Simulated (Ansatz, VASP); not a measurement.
# K: VASP beside Ansatz

```
K
1.0
     4.71620    0.00000    0.00000
    -2.35810    4.08435    0.00000
     0.00000    0.00000   15.40309
K
4
Direct
  0.00000 0.00000 0.00000
  0.00000 0.00000 0.50000
  0.33333 0.66667 0.25000
  0.66667 0.33333 0.75000
```

Alike in both runs: task single point; functional PBEsol; k mesh 9 × 9 × 3; occupations fermi-dirac, width 0.1 eV; no spin polarisation.

|  | VASP | Ansatz |
| --- | --- | --- |
| version | VASP 6.6.1 | Ansatz 0.2.0 |
| potentials or method | VASP PAW PBE potentials, release 64 (K_sv), cutoff 520 eV | plane waves (420 eV) with PAW, scalar-relativistic |
| valence electrons in the cell | 36 | 36 |

|  | VASP | Ansatz | Ansatz less VASP |
| --- | --- | --- | --- |
| pressure (GPa) | -0.1 | -0.1 | +0.01 |

VASP's potentials were made for PBE, not for PBEsol, and Ansatz warns of the same on its side.
